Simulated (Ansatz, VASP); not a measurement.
# One calculation of Ti2Si3, two programs

```xyz
10
Lattice="3.5476 0.0000 0.0000 0.0000 3.5792 0.0000 0.0000 0.0000 24.5788" Properties=species:S:1:pos:R:3 pbc="T T T"
Ti    1.7738    0.8948    7.6832
Ti    1.7738    2.6844   10.2900
Ti    0.0000    0.8948   14.2887
Ti    0.0000    2.6844   16.8956
Si    0.0000    2.6844    7.8043
Si    0.0000    0.8948    9.6022
Si    1.7738    0.8948   12.2736
Si    0.0000    2.6844   12.3051
Si    1.7738    2.6844   14.9765
Si    1.7738    0.8948   16.7745
```

Alike in both runs: functional PBE; k mesh 10 × 10 × 1; occupations gaussian, width 0.1 eV; no spin polarisation.

Ansatz relaxed the structure, and its values are those at the end. VASP's run is a single point on that final structure, the one shown.

```csv
,VASP,Ansatz
version,VASP 6.6.1,Ansatz 0.2.0
potentials or method,"VASP PAW PBE potentials, release 64 (Ti_sv, Si), cutoff 520 eV","scalar-relativistic, plane waves, PAW"
valence electrons in the cell,72,72
```

VASP gave:

| Item | Value |
| --- | --- |
| gap on the k mesh at the Fermi level (eV) | none |
| rms of the force components (eV/Å) | 0.005 |

Problem. What did Ansatz give for the same quantities?

Solution. gap on the k mesh at the Fermi level (eV): none; rms of the force components (eV/Å): 0.004.

A gap of «none» marks a metal or a gap that the smearing closes. Ansatz's warnings: xc potential rough in thin density.
